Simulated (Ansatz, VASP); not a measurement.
**Two plane-wave programs on SrO**

The input POSCAR:

```
SrO
1.0
    3.5471277480      0.0000000000      0.0000000000
   -1.7735638740      3.0719027403      0.0000000000
    0.0000000000      0.0000000000      6.2083420350
Sr O
2 2
Direct
    0.3333333333      0.6666666667      0.2500000000
    0.6666666667      0.3333333333      0.7500000000
    0.0000000000      0.0000000000      0.0000000000
    0.0000000000      0.0000000000      0.5000000000
```

The input INCAR.step1:

```
ALGO = Normal
EDIFF = 1E-5
ENCUT = 520
GGA = PE
ISIF = 2
ISMEAR = 0
LASPH = True
LCHARG = False
LREAL = False
LWAVE = True
NBANDS = 24
NELM = 80
PREC = Accurate
SIGMA = 0.01
```

File INCAR.step2:

```
AEXX = 0.15
ALGO = Normal
EDIFF = 1E-6
ENCUT = 520
GGA = PE
HFSCREEN = 0.1
ISIF = 2
ISMEAR = 0
ISTART = 1
LASPH = True
LCHARG = False
LHFCALC = True
LREAL = False
LWAVE = False
NBANDS = 24
NELM = 80
PREC = Accurate
PRECFOCK = Normal
SIGMA = 0.01
```

File KPOINTS:

```
k-points
0
Gamma
  6 6 2
```

Input for Ansatz:

```yaml
crystal:
  lattice:
    - [3.547127748, 0.0, 0.0]
    - [-1.773563874, 3.0719027403, 0.0]
    - [0.0, 0.0, 6.208342035]
  atoms:
    - { symbol: Sr, position: [0.3333333333, 0.6666666667, 0.25] }
    - { symbol: Sr, position: [0.6666666667, 0.3333333333, 0.75] }
    - { symbol: O, position: [0.0, 0.0, 0.0] }
    - { symbol: O, position: [0.0, 0.0, 0.5] }
kpoints:
  mp_grid: { grid: [6, 6, 2] }
hamiltonian:
  xc: { exchange: pbe, correlation: pbe, exx: { coeff: 0.15, omega: 0.1 } }
scf:
  occupations: { method: fixed }
  n_extra_bands: 5
output:
  forces: true
  stress: true
  eigenvalues: true
```

Alike in both runs: task single point; functional PBE-based screened hybrid with a share of 0.15 of exact exchange and HFSCREEN = 0.1; k mesh 6 × 6 × 2; no spin polarisation.

|  | VASP | Ansatz |
| --- | --- | --- |
| version | VASP 6.6.1 | Ansatz 0.2.0 |
| potentials or method | VASP PAW PBE potentials, release 64 (Sr_sv, O) | plane waves |
| plane-wave cutoff (eV) | 520 | 420 |
| occupations | gaussian, width 0.01 eV | fixed |
| valence electrons in the cell | 32 | 32 |

|  | VASP | Ansatz | Ansatz less VASP |
| --- | --- | --- | --- |
| gap on the k mesh at the Fermi level (eV) | 4.13 | 4.15 | +0.017 |
| pressure (GPa) | 1.1 | 0.5 | -0.55 |
| traceless stress, the component that is largest in VASP (GPa) | -0.13 | -0.10 | +0.027 |

VASP's potentials were made for PBE, not for PBE-based screened hybrid. Ansatz's warnings: stress exchange threshold loose, stress scf threshold loose.

The k mesh is coarse, so the values compare programs but aren't converged.
